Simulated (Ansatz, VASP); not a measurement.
# One calculation of Te, two programs

Contents of INCAR:

```
SYSTEM = Te
ALGO = Normal
EDIFF = 1E-7
ENCUT = 520
ISIF = 2
ISMEAR = -1
LASPH = .TRUE.
LCHARG = .FALSE.
LREAL = .FALSE.
LWAVE = .FALSE.
NBANDS = 16
NELM = 60
PREC = Accurate
SIGMA = 0.05
```

Contents of KPOINTS:

```
k-points
0
G
  7 7 5
  0 0 0
```

POSCAR

```
Te
1.0
    4.4540000000      0.0000000000      0.0000000000
   -2.2270000000      3.8572771485      0.0000000000
    0.0000000000      0.0000000000      5.9240000000
Te
3
Direct
    0.7310000000      0.7310000000      0.0000000000
    0.0000000000      0.2690000000      0.6666666667
    0.2690000000      0.0000000000      0.3333333333
```

The input input.yaml:

```yaml
crystal:
  lattice:
    - [4.454, 0.0, 0.0]
    - [-2.227, 3.8572771485, 0.0]
    - [0.0, 0.0, 5.924]
  atoms:
    - { symbol: Te, position: [0.731, 0.731, 0.0] }
    - { symbol: Te, position: [0.0, 0.269, 0.6666666667] }
    - { symbol: Te, position: [0.269, 0.0, 0.3333333333] }
kpoints:
  mp_grid: { grid: [7, 7, 5] }
  band_path:
    path:
      - [0.0, 0.0, 0.0]
      - [0.5, 0.0, 0.0]
      - [0.3333333333, 0.3333333333, 0.0]
      - [0.0, 0.0, 0.0]
      - [0.0, 0.0, 0.5]
      - [0.5, 0.0, 0.5]
      - [0.3333333333, 0.3333333333, 0.5]
      - [0.0, 0.0, 0.5]
    npoints: 12
scf:
  occupations: { method: fermi_dirac, width: 0.05 }
hamiltonian:
  xc: lda
  pseudopotentials: { kind: all_electron, lapw: { basis_error: 0.002 } }
output:
  forces: true
  stress: true
  eigenvalues: true
```

Alike in both runs: functional LDA; k mesh 7 × 7 × 5; occupations fermi-dirac, width 0.05 eV; no spin polarisation.

|  | VASP | Ansatz |
| --- | --- | --- |
| version | VASP 6.6.1 | Ansatz 0.2.0 |
| potentials or method | VASP PAW LDA potentials, release 64 (Te), cutoff 520 eV | all-electron LAPW, scalar-relativistic |
| task | single point | band structure |

VASP gave:

```
pressure (GPa)                                                : -1.8
traceless stress, the component that is largest in VASP (GPa) : 0.05
rms of the force components (eV/Å)                            : 0.048
```

Q: Which values does Ansatz return?

A: Pressure (GPa): -1.9; traceless stress, the component that is largest in VASP (GPa): -0.01; rms of the force components (eV/Å): 0.031.

LDA's correlation is that of Perdew and Zunger in VASP and of Perdew and Wang (1992) in Ansatz. Atom by atom the forces differ by 0.018 eV/Å (rms over components). Ansatz ran all-electron here, and VASP with PAW potentials.

Spin-orbit coupling is off throughout.
